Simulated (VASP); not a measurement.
# CoTeW (Pmmn) in VASP: further runs

CoTeW is run at these levels: PBE; tasks: single point.

Everything below comes from runs of VASP 6.6.1. Logs are shortened: lines on timing, memory, paths and dates and some standing lists are left out, and cuts for length are marked.

### Step 1. The cell of the first run

It takes space group Pmmn (No. 59, orthorhombic). The conventional cell has a = 5.055 Å, b = 5.247 Å, c = 8.849 Å, α = 90.00°, β = 90.00°, γ = 90.00°. W (site symmetry mm2) has 4 Co at 3.06 to 3.52 Å and 4 W at 3.75 Å and 1 Te at 4.10 Å within 4.1 Å. Within 4.5 Å of Te (site symmetry mm2) lie 4 Co at 3.42 to 3.64 Å and 4 Te at 3.65 Å and 1 W at 4.10 Å. Co (site symmetry mm2) has 4 W at 3.06 to 3.52 Å and 4 Te at 3.42 to 3.64 Å within 4.0 Å.

### Step 2. Single point, PBE

Contents of INCAR:

```
SYSTEM = CoTeW
  PREC = Accurate
  ENCUT = 600
  EDIFF = 1E-6
  ISMEAR = 0
  SIGMA = 0.0442
  LREAL = .False.
  LASPH = .True.
  NELM = 120
  ALGO = Normal
  ISIF = 2
  LWAVE = .False.
  LCHARG = .False.
  GGA = PE
  NBANDS = 38
  GGA_COMPAT = .False.
```

Contents of KPOINTS:

```
Automatic mesh
0
Gamma
  4 4 2
  0 0 0
```

Contents of POSCAR:

```
CoTeW
1.0
    5.2465680000      0.0000000000      0.0000000000
    0.0000000000      5.0552460000      0.0000000000
    0.0000000000      0.0000000000      8.8488810000
W Te Co
2 2 2
Direct
    0.0000000000      0.0000000000      0.5498000000
    0.5000000000      0.5000000000      0.4502000000
    0.0000000000      0.0000000000      0.0127000000
    0.5000000000      0.5000000000      0.9873000000
    0.0000000000      0.5000000000      0.2725000000
    0.5000000000      0.0000000000      0.7275000000
```

Potentials or basis: VASP PAW PBE potentials, release 64 (W_sv, Te, Co).

Started as:

```sh
> cat potpaw_PBE.64/W_sv/POTCAR potpaw_PBE.64/Te/POTCAR potpaw_PBE.64/Co/POTCAR > POTCAR
> mpirun -np 1 vasp_std > vasp.out
```

OUTCAR:

```text
SYSTEM = CoTeW
   PREC = Accurate
   ENCUT = 600
   EDIFF = 1E-6
   ISMEAR = 0
   LREAL = .False.
   LASPH = .True.
   NELM = 120
   ISIF = 2
   GGA = PE

 ion  position               nearest neighbor table
   1  0.000  0.000  0.550-   6 3.06   6 3.06
   2  0.500  0.500  0.450-   5 3.06   5 3.06
   3  0.000  0.000  0.013-   4 3.65   4 3.65   4 3.65   4 3.65
   4  0.500  0.500  0.987-   3 3.65   3 3.65   3 3.65   3 3.65
   5  0.000  0.500  0.273-   2 3.06   2 3.06
   6  0.500  0.000  0.727-   1 3.06   1 3.06

  LATTYP: Found a simple orthorhombic cell.
 ALAT       =     5.0552460000
 B/A-ratio  =     1.0378462294
 C/A-ratio  =     1.7504352904

  Lattice vectors:

 A1 = (   0.0000000000,  -5.0552460000,   0.0000000000)
 A2 = (   5.2465680000,   0.0000000000,   0.0000000000)
 A3 = (   0.0000000000,   0.0000000000,   8.8488810000)

Analysis of symmetry for initial positions (statically):
=====================================================================
 Subroutine PRICEL returns:
 Original cell was already a primitive cell.

 Routine SETGRP: Setting up the symmetry group for a
 simple orthorhombic supercell.

 Subroutine GETGRP returns: Found  8 space group operations
 (whereof  4 operations were pure point group operations)
 out of a pool of  8 trial point group operations.

The static configuration has the point symmetry C_2v.
 The point group associated with its full space group is D_2h.

Analysis of symmetry for dynamics (positions and initial velocities):
=====================================================================
 Subroutine PRICEL returns:
 Original cell was already a primitive cell.

 Routine SETGRP: Setting up the symmetry group for a
 simple orthorhombic supercell.

 Subroutine GETGRP returns: Found  8 space group operations
 (whereof  4 operations were pure point group operations)
 out of a pool of  8 trial point group operations.

The dynamic configuration has the point symmetry C_2v.
 The point group associated with its full space group is D_2h.

 Subroutine INISYM returns: Found  8 space group operations
 (whereof  4 operations are pure point group operations),
 and found     1 'primitive' translations

----------------------------------------------------------------------------------------

                                     Primitive cell
[... 85 lines left out ...]
   ICHARG =      2    charge: 1-file 2-atom 10-const
   ISPIN  =      1    spin polarized calculation?
   LNONCOLLINEAR =      F non collinear calculations
   LSORBIT =      F    spin-orbit coupling
   LASPH  =      T    aspherical Exc in radial PAW
   ENCUT  =  600.0 eV  44.10 Ry    6.64 a.u.  10.48 10.10 17.67*2*pi/ulx,y,z
   NELM   =    120;   NELMIN=  2; NELMDL= -5     # of ELM steps
   EDIFF  = 0.1E-05   stopping-criterion for ELM
   LREAL  =      F    real-space projection
[... 7 lines left out ...]
   TEBEG  =    0.0;   TEEND  =   0.0 temperature during run
   PSTRESS=    0.0 pullay stress
   NELECT =      58.0000    total number of electrons
   NUPDOWN=      -1.0000    fix difference up-down
   EMIN   =  10.00;   EMAX   =-10.00  energy-range for DOS
   EFERMI =   0.00;   METHOD = LEGACY
   ISMEAR =     0;   SIGMA  =   0.04  broadening in eV -4-tet -1-fermi 0-gaus
   EFERMI_NEDOS =   21; number of points for ismear=-14 and -15
   IALGO  =     38    algorithm
   IMIX   =      4    mixing-type and parameters
     AMIX     =   0.40;   BMIX     =  1.00
     AMIX_MAG =   1.60;   BMIX_MAG =  1.00
  volume/ion in A,a.u.               =      39.12       263.97
  Fermi-wavevector in a.u.,A,eV,Ry     =   1.027343  1.941397 14.360049  1.055434
  Thomas-Fermi vector in A             =   2.161283
   LORBIT       =      0    0 simple, 1 ext, 2 COOP (PROOUT), +10 PAW based schemes
   GGA     = PE    functional components
   LHFCALC =     F    Hartree Fock is set to
   AEXX    =    0.0000 exact exchange contribution
   IVDW    =     0    specifies the selected vdW correction
   LEPSILON=     F    determine dielectric tensor
   LRPA    =     F    only Hartree local field effects (RPA)
 non-spin polarized calculation
 Gauss-broadening in eV      SIGMA  =   0.04
  energy-cutoff  :      600.00
  volume of cell :      234.70
 maximum number of plane-waves:      7870
 NGX is ok and might be reduce to    42
   NGX = 21   NGY = 21   NGZ = 35

 number of electron      57.9999990 magnetization

 Free energy of the ion-electron system (eV)
  ---------------------------------------------------
  ext. energy  EPLUGINS =         0.00000000
  ---------------------------------------------------
  free energy    TOTEN  =       -27.36584593 eV

  energy without entropy =      -27.34879642  energy(sigma->0) =      -27.35732117

 E-fermi :   1.9829     XC(G=0):  -8.2550

 val. band max:        1.9781916976   @ k =   0.2500   0.0000   0.5000
 cond. band min:       1.9924036108   @ k =   0.0000   0.2500   0.5000
 fundamental gap:      0.0142119133
 Fermi energy:         1.9829225921

 k-point     1 :       0.0000    0.0000    0.0000
  band No.  band energies     occupation
      1     -72.9126      2.00000
      2     -72.9116      2.00000
      3     -36.9977      2.00000
      4     -36.9968      2.00000
      5     -36.9927      2.00000
      6     -36.9720      2.00000
[... 727 lines left out ...]
     37       3.2687      0.00000
     38       3.2687      0.00000

------------------------ aborting loop because EDIFF is reached ----------------------------------------

  FORCE on cell =-STRESS in cart. coord.  units (eV):
  Direction    XX          YY          ZZ          XY          YZ          ZX
  --------------------------------------------------------------------------------------
  -------------------------------------------------------------------------------------
  Total      -31.9606267    -22.2342623    -24.7434356      0.0000000      0.0000000      0.0000000
  in kB     -218.1825004   -151.7844746   -168.9136042      0.0000000      0.0000000      0.0000000
  external PRESSURE =    -179.6268597 kB  Pullay stress =       0.0000000 kB

 VOLUME and BASIS-vectors are now :
 -----------------------------------------------------------------------------
  energy-cutoff  :      600.00
  volume of cell :      234.70
      direct lattice vectors                 reciprocal lattice vectors
     5.246568000  0.000000000  0.000000000     0.190600789  0.000000000  0.000000000
     0.000000000  5.055246000  0.000000000     0.000000000  0.197814310  0.000000000
     0.000000000  0.000000000  8.848881000     0.000000000  0.000000000  0.113008639

 POSITION                                       TOTAL-FORCE (eV/Angst)
 -----------------------------------------------------------------------------------
      0.00000      0.00000      4.86511         0.000000      0.000000     -0.489005
      2.62328      2.52762      3.98377         0.000000      0.000000      0.489005
      0.00000      0.00000      0.11238         0.000000      0.000000     -0.083822
      2.62328      2.52762      8.73650         0.000000      0.000000      0.083822
      0.00000      2.52762      2.41132         0.000000      0.000000      1.540074
      2.62328      0.00000      6.43756         0.000000      0.000000     -1.540074
 -----------------------------------------------------------------------------------
    total drift:                                0.000000     -0.000000     -0.000000

  FREE ENERGIE OF THE ION-ELECTRON SYSTEM (eV)
  ---------------------------------------------------
  free  energy   TOTEN  =       -27.3658459293 eV

  energy  without entropy=      -27.3487964205  energy(sigma->0) =      -27.35732117
```

OSZICAR:

```text
N       E                     dE             d eps       ncg     rms          rms(c)
DAV:   1     0.506416741596E+03    0.50642E+03   -0.29645E+04  1544   0.154E+03
DAV:   2     0.548152174975E+01   -0.50094E+03   -0.48783E+03  1422   0.387E+02
DAV:   3    -0.289111216748E+02   -0.34393E+02   -0.31834E+02  1724   0.106E+02
DAV:   4    -0.316586519413E+02   -0.27475E+01   -0.26057E+01  2148   0.231E+01
DAV:   5    -0.318024963152E+02   -0.14384E+00   -0.14063E+00  2096   0.455E+00    0.148E+01
DAV:   6    -0.380819236494E+02   -0.62794E+01   -0.83966E+01  2238   0.604E+01    0.274E+01
DAV:   7    -0.374203716824E+02    0.66155E+00   -0.40957E+01  2002   0.612E+01    0.545E+01
DAV:   8    -0.278840760664E+02    0.95363E+01   -0.56520E+01  2116   0.259E+01    0.100E+01
DAV:   9    -0.273901110202E+02    0.49397E+00   -0.15905E+00  2050   0.759E+00    0.256E+00
DAV:  10    -0.273620839825E+02    0.28027E-01   -0.29699E-01  1782   0.200E+00    0.154E+00
DAV:  11    -0.273658834088E+02   -0.37994E-02   -0.25372E-02  1870   0.113E+00    0.105E+00
DAV:  12    -0.273659094892E+02   -0.26080E-04   -0.91915E-03  2230   0.584E-01    0.158E-01
DAV:  13    -0.273658183934E+02    0.91096E-04   -0.82639E-04  1906   0.165E-01    0.630E-02
DAV:  14    -0.273658638383E+02   -0.45445E-04   -0.11656E-04  2008   0.564E-02    0.898E-02
DAV:  15    -0.273658406971E+02    0.23141E-04   -0.97500E-05  2042   0.495E-02    0.116E-02
DAV:  16    -0.273658444309E+02   -0.37339E-05   -0.18474E-05  1532   0.194E-02    0.750E-03
DAV:  17    -0.273658460140E+02   -0.15831E-05   -0.25089E-06  1234   0.792E-03    0.618E-03
DAV:  18    -0.273658459293E+02    0.84750E-07   -0.48009E-07   774   0.387E-03
   1 F= -.27365846E+02 E0= -.27357321E+02  d E =-.170495E-01
```

Wall time 5.2 min (1 thread of Intel Xeon Platinum 8259CL at 2.50GHz (Skylake/Cascade Lake), shared host); peak memory 0.46 GiB.

Results:

```yaml
Free_energy: -27.3658 eV
Pressure: -18.0 GPa
Largest_force: 1.540 eV/Å
Band_gap_on_the_k_mesh: zero (bands 29 and 30 overlap by 0.54 eV)
```

Forces in eV/Å, atoms in the order of the input:
```
W    0.000  0.000 -0.489
W    0.000  0.000  0.489
Te   0.000  0.000 -0.084
Te   0.000  0.000  0.084
Co   0.000  0.000  1.540
Co   0.000  0.000 -1.540
```

Levels at points of the mesh, in eV from the Fermi level:
```tsv
k point	band 26	band 27	band 28	band 29	band 30	band 31	band 32	band 33
(0.00, 0.00, 0.00)	-0.15	-0.14	-0.11	-0.03	0.13	0.13	0.20	0.32
(0.50, 0.00, 0.00)	-0.58	-0.58	-0.58	-0.13	-0.13	0.13	0.13	0.51
(0.00, 0.50, 0.00)	-0.67	-0.45	-0.45	-0.02	-0.02	0.14	0.14	0.30
(0.50, 0.50, 0.00)	-0.37	-0.23	-0.23	-0.07	-0.07	0.40	0.40	0.51
(0.00, 0.00, 0.50)	-0.11	0.04	0.10	0.12	0.17	0.21	0.23	0.37
(0.50, 0.00, 0.50)	-0.56	-0.31	-0.31	-0.04	-0.04	0.16	0.16	0.30
(0.00, 0.50, 0.50)	-0.59	-0.44	-0.44	-0.09	-0.09	0.19	0.19	0.37
(0.50, 0.50, 0.50)	-0.37	-0.14	-0.14	0.41	0.41	0.46	0.46	0.57
```

Caveat: the cell stands under tension; spin-orbit coupling is left out, which moves the levels of the heavy elements; the run has no spin polarisation, though such a crystal can be magnetic; forces of over 1 eV/Å act on the atoms, so gaps and moduli don't describe the material at rest. Spin polarisation is off, so any magnetic state and its effect on volume and gap are missing.

(Continued in part 2 of 2.)
